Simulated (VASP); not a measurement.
# MgO (Fm-3m) in VASP: single point with PBE

Aim: the single point of MgO with PBE.

All numbers are computed with VASP 6.6.1; they aren't measurements. Logs are shortened: lines on timing, memory, paths and dates and some standing lists are left out, and cuts for length are marked.

### 1 The cell of the first run

The structure is cubic, space group Fm-3m (No. 225). The conventional cell has a = 4.284 Å, b = 4.284 Å, c = 4.284 Å, α = 90.00°, β = 90.00°, γ = 90.00°. Within 2.8 Å of Mg (site symmetry m-3m) lie 6 O at 2.14 Å. O (site symmetry m-3m) has 6 Mg at 2.14 Å within 2.8 Å.

### 2 Single point, PBE

INCAR

```
SYSTEM = MgO
PREC = Accurate ; ENCUT = 840
EDIFF = 1E-6 ; ISMEAR = 1
SIGMA = 0.0138 ; LREAL = .False.
LASPH = .True. ; NELM = 120
ALGO = Normal ; ISIF = 2
LWAVE = .False. ; LCHARG = .True.
GGA = PE ; LELF = .True.
LVHAR = .True. ; NBANDS = 15
GGA_COMPAT = .False.
```

KPOINTS

```
regular mesh
0
Gamma
  7 7 7
  0 0 0
```

POSCAR

```
MgO
1.0
    0.0000000000      2.1417602800      2.1417602800
    2.1417602800      0.0000000000      2.1417602800
    2.1417602800      2.1417602800      0.0000000000
Mg O
1 1
Direct
    0.0000000000      0.0000000000      0.0000000000
    0.5000000000      0.5000000000      0.5000000000
```

Potentials or basis: VASP PAW PBE potentials, release 64 (Mg_sv, O).

Run with:

```bash
> cat potpaw_PBE.64/Mg_sv/POTCAR potpaw_PBE.64/O/POTCAR > POTCAR
> mpirun -np 1 vasp_std > vasp.out
```

OUTCAR:

```text
SYSTEM = MgO
   PREC = Accurate
   ENCUT = 840
   EDIFF = 1E-6
   ISMEAR = 1
   LREAL = .False.
   LASPH = .True.
   NELM = 120
   ISIF = 2
   GGA = PE

 ion  position               nearest neighbor table
   1  0.000  0.000  0.000-
   2  0.500  0.500  0.500-

  LATTYP: Found a face centered cubic cell.
 ALAT       =     4.2835205600

  Lattice vectors:

 A1 = (   0.0000000000,   2.1417602800,   2.1417602800)
 A2 = (   2.1417602800,   0.0000000000,   2.1417602800)
 A3 = (   2.1417602800,   2.1417602800,   0.0000000000)

Analysis of symmetry for initial positions (statically):
=====================================================================
 Subroutine PRICEL returns:
 Original cell was already a primitive cell.

 Routine SETGRP: Setting up the symmetry group for a
 face centered cubic supercell.

 Subroutine GETGRP returns: Found 48 space group operations
 (whereof 48 operations were pure point group operations)
 out of a pool of 48 trial point group operations.

The static configuration has the point symmetry O_h .

Analysis of symmetry for dynamics (positions and initial velocities):
=====================================================================
 Subroutine PRICEL returns:
 Original cell was already a primitive cell.

 Routine SETGRP: Setting up the symmetry group for a
 face centered cubic supercell.

 Subroutine GETGRP returns: Found 48 space group operations
 (whereof 48 operations were pure point group operations)
 out of a pool of 48 trial point group operations.

The dynamic configuration has the point symmetry O_h .

 Subroutine INISYM returns: Found 48 space group operations
 (whereof 48 operations are pure point group operations),
 and found     1 'primitive' translations

----------------------------------------------------------------------------------------

                                     Primitive cell

  volume of cell :      19.6491

  direct lattice vectors                    reciprocal lattice vectors
     0.000000000  2.141760280  2.141760280    -0.233452831  0.233452831  0.233452831
     2.141760280  0.000000000  2.141760280     0.233452831 -0.233452831  0.233452831
     2.141760280  2.141760280  0.000000000     0.233452831  0.233452831 -0.233452831

  length of vectors
     3.028906435  3.028906435  3.028906435     0.404352164  0.404352164  0.404352164

  position of ions in fractional coordinates (direct lattice)
     0.000000000  0.000000000  0.000000000
     0.500000000  0.500000000  0.500000000

  ion indices of the primitive-cell ions
   primitive index   ion index
                 1           1
                 2           2

----------------------------------------------------------------------------------------

 KPOINTS: regular mesh

Automatic generation of k-mesh.
 Grid dimensions read from file:
 generate k-points for:    7    7    7

 Generating k-lattice:

  Cartesian coordinates                     Fractional coordinates (reciprocal lattice)
    -0.033350404  0.033350404  0.033350404     0.142857143  0.000000000  0.000000000
     0.033350404 -0.033350404  0.033350404     0.000000000  0.142857143  0.000000000
     0.033350404  0.033350404 -0.033350404     0.000000000  0.000000000  0.142857143

  Length of vectors
     0.057764595  0.057764595  0.057764595

  Shift w.r.t. Gamma in fractional coordinates (k-lattice)
     0.000000000  0.000000000  0.000000000

 Subroutine IBZKPT returns following result:
 ===========================================

 Found     20 irreducible k-points:

 Following reciprocal coordinates:
            Coordinates               Weight
  0.000000  0.000000  0.000000      1.000000
  0.142857  0.000000  0.000000      8.000000
  0.285714  0.000000  0.000000      8.000000
  0.428571  0.000000  0.000000      8.000000
  0.142857  0.142857  0.000000      6.000000
  0.285714  0.142857  0.000000     24.000000
[... 12 lines left out ...]
 -0.428571  0.428571  0.142857     24.000000
 -0.285714  0.428571  0.142857     24.000000
   k-points           NKPTS =     20   k-points in BZ     NKDIM =     20   number of bands    NBANDS=     15
   number of dos      NEDOS =    301   number of ions     NIONS =      2
   total plane-waves  NPLWV =  27000
   dimension x,y,z NGX =    30 NGY =   30 NGZ =   30
   dimension x,y,z NGXF=    60 NGYF=   60 NGZF=   60
   ions per type =               1   1
   NGX,Y,Z   is equivalent  to a cutoff of  16.47, 16.47, 16.47 a.u.
   NGXF,Y,Z  is equivalent  to a cutoff of  32.93, 32.93, 32.93 a.u.
 SYSTEM =  MgO
   PREC   = accura    normal or accurate (medium, high low for compatibility)
   ISTART =      0    job   : 0-new  1-cont  2-samecut
   ICHARG =      2    charge: 1-file 2-atom 10-const
   ISPIN  =      1    spin polarized calculation?
   LNONCOLLINEAR =      F non collinear calculations
   LSORBIT =      F    spin-orbit coupling
   LASPH  =      T    aspherical Exc in radial PAW
   ENCUT  =  840.0 eV  61.74 Ry    7.86 a.u.   7.16  7.16  7.16*2*pi/ulx,y,z
   NELM   =    120;   NELMIN=  2; NELMDL= -5     # of ELM steps
   EDIFF  = 0.1E-05   stopping-criterion for ELM
   LREAL  =      F    real-space projection
   EDIFFG = 0.1E-04   stopping-criterion for IOM
   NSW    =      0    number of steps for IOM
   IBRION =     -1    ionic relax: 0-MD 1-quasi-New 2-CG
   NFREE  =      0    steps in history (QN), initial steepest desc. (CG)
   ISIF   =      2    stress and relaxation
   ISYM   =      2    0-nonsym 1-usesym 2-fastsym
   POTIM  = 0.5000    time-step for ionic-motion
   TEBEG  =    0.0;   TEEND  =   0.0 temperature during run
   PSTRESS=    0.0 pullay stress
   NELECT =      16.0000    total number of electrons
   NUPDOWN=      -1.0000    fix difference up-down
   EMIN   =  10.00;   EMAX   =-10.00  energy-range for DOS
   EFERMI =   0.00;   METHOD = LEGACY
   ISMEAR =     1;   SIGMA  =   0.01  broadening in eV -4-tet -1-fermi 0-gaus
   EFERMI_NEDOS =   21; number of points for ismear=-14 and -15
   IALGO  =     38    algorithm
   IMIX   =      4    mixing-type and parameters
     AMIX     =   0.40;   BMIX     =  1.00
     AMIX_MAG =   1.60;   BMIX_MAG =  1.00
  volume/ion in A,a.u.               =       9.82        66.30
  Fermi-wavevector in a.u.,A,eV,Ry     =   1.528741  2.888902 31.797490  2.337050
  Thomas-Fermi vector in A             =   2.636458
   LORBIT       =      0    0 simple, 1 ext, 2 COOP (PROOUT), +10 PAW based schemes
   GGA     = PE    functional components
   LHFCALC =     F    Hartree Fock is set to
   AEXX    =    0.0000 exact exchange contribution
   IVDW    =     0    specifies the selected vdW correction
   LEPSILON=     F    determine dielectric tensor
   LRPA    =     F    only Hartree local field effects (RPA)
 non-spin polarized calculation
 Methfessel and Paxton  Order N= 1 SIGMA  =   0.01
  energy-cutoff  :      840.00
  volume of cell :       19.65
 maximum number of plane-waves:      1096
 NGX is ok and might be reduce to    30
   NGX = 15   NGY = 15   NGZ = 15

 number of electron      15.9999994 magnetization

 Free energy of the ion-electron system (eV)
  ---------------------------------------------------
  ext. energy  EPLUGINS =         0.00000000
  ---------------------------------------------------
  free energy    TOTEN  =       -11.88221902 eV

  energy without entropy =      -11.88221902  energy(sigma->0) =      -11.88221902

 E-fermi :   2.7340     XC(G=0): -11.1397

 val. band max:        2.5628214101   @ k =   0.0000   0.0000   0.0000
 cond. band min:       6.8281147923   @ k =   0.0000   0.0000   0.0000
 fundamental gap:      4.2652933822
 Fermi energy:         2.7339834869

 k-point     1 :       0.0000    0.0000    0.0000
  band No.  band energies     occupation
      1     -69.8843      2.00000
      2     -36.6148      2.00000
      3     -36.6148      2.00000
      4     -36.6148      2.00000
      5     -14.4370      2.00000
      6       2.5628      2.00000
      7       2.5628      2.00000
      8       2.5628      2.00000
      9       6.8281      0.00000
     10      18.0808      0.00000
     11      18.0808      0.00000
     12      18.0808      0.00000
     13      21.8624      0.00000
     14      23.5869      0.00000
     15      23.5869      0.00000

 k-point     2 :       0.1429    0.0000    0.0000
  band No.  band energies     occupation
      1     -69.8831      2.00000
      2     -36.6282      2.00000
      3     -36.6163      2.00000
      4     -36.6163      2.00000
      5     -14.2395      2.00000
      6       1.4043      2.00000
      7       2.4417      2.00000
      8       2.4417      2.00000
      9       7.9626      0.00000
     10      16.1253      0.00000
     11      18.4917      0.00000
     12      18.4917      0.00000
     13      22.3932      0.00000
     14      22.3932      0.00000
     15      24.0485      0.00000

 k-point     3 :       0.2857    0.0000    0.0000
  band No.  band energies     occupation
      1     -69.8804      2.00000
      2     -36.6580      2.00000
      3     -36.6195      2.00000
      4     -36.6195      2.00000
      5     -13.7572      2.00000
      6      -0.4327      2.00000
      7       2.1838      2.00000
      8       2.1838      2.00000
      9       9.5324      0.00000
     10      14.6003      0.00000
     11      18.7840      0.00000
     12      18.7840      0.00000
     13      22.4096      0.00000
     14      22.4096      0.00000
     15      23.5535      0.00000
[... 271 lines left out ...]
 k-point    19 :      -0.4286    0.4286    0.1429
  band No.  band energies     occupation
      1     -69.8760      2.00000
      2     -36.6678      2.00000
      3     -36.6441      2.00000
      4     -36.6373      2.00000
      5     -13.0661      2.00000
      6      -0.9200      2.00000
      7       0.7109      2.00000
      8       1.1649      2.00000
      9      12.7318      0.00000
     10      12.9358      0.00000
     11      14.8221      0.00000
     12      18.9952      0.00000
     13      21.5843      0.00000
     14      26.5892      0.00000
     15      28.6315      0.00000

 k-point    20 :      -0.2857    0.4286    0.1429
  band No.  band energies     occupation
      1     -69.8758      2.00000
      2     -36.6592      2.00000
      3     -36.6568      2.00000
      4     -36.6359      2.00000
      5     -13.0129      2.00000
      6      -0.3991      2.00000
      7      -0.2149      2.00000
      8       1.1896      2.00000
      9      13.1912      0.00000
     10      14.1926      0.00000
     11      14.2194      0.00000
     12      18.1066      0.00000
     13      22.5049      0.00000
     14      24.7869      0.00000
     15      28.6252      0.00000

------------------------ aborting loop because EDIFF is reached ----------------------------------------

  FORCE on cell =-STRESS in cart. coord.  units (eV):
  Direction    XX          YY          ZZ          XY          YZ          ZX
  --------------------------------------------------------------------------------------
  -------------------------------------------------------------------------------------
  Total       -0.3647776     -0.3647776     -0.3647776     -0.0000000      0.0000000      0.0000000
  in kB      -29.7437844    -29.7437844    -29.7437844     -0.0000000      0.0000000      0.0000000
  external PRESSURE =     -29.7437844 kB  Pullay stress =       0.0000000 kB

 VOLUME and BASIS-vectors are now :
 -----------------------------------------------------------------------------
  energy-cutoff  :      840.00
  volume of cell :       19.65
      direct lattice vectors                 reciprocal lattice vectors
     0.000000000  2.141760280  2.141760280    -0.233452831  0.233452831  0.233452831
     2.141760280  0.000000000  2.141760280     0.233452831 -0.233452831  0.233452831
     2.141760280  2.141760280  0.000000000     0.233452831  0.233452831 -0.233452831

 POSITION                                       TOTAL-FORCE (eV/Angst)
 -----------------------------------------------------------------------------------
      0.00000      0.00000      0.00000         0.000000     -0.000000     -0.000000
      2.14176      2.14176      2.14176        -0.000000      0.000000      0.000000
 -----------------------------------------------------------------------------------
    total drift:                                0.000000      0.000000      0.000000

  FREE ENERGIE OF THE ION-ELECTRON SYSTEM (eV)
  ---------------------------------------------------
  free  energy   TOTEN  =       -11.8822190168 eV

  energy  without entropy=      -11.8822190168  energy(sigma->0) =      -11.88221902
```

It took 9.2 s on 1 thread of Intel Xeon Platinum 8375C at 2.90GHz (Ice Lake), shared host; peak memory 0.16 GiB.

What came out:

- Free energy: -11.8822 eV
- Pressure: -3.0 GPa
- Band gap on the k mesh: 4.27 eV

Levels at points of the mesh, in eV from the valence-band top:
| k point | band 6 | band 7 | band 8 | band 9 | band 10 | band 11 |
| --- | --- | --- | --- | --- | --- | --- |
| (0.00, 0.00, 0.00) | 0.00 | 0.00 | 0.00 | 4.27 | 15.52 | 15.52 |

PBE gaps usually lie below the measured ones, often by a third to a half.
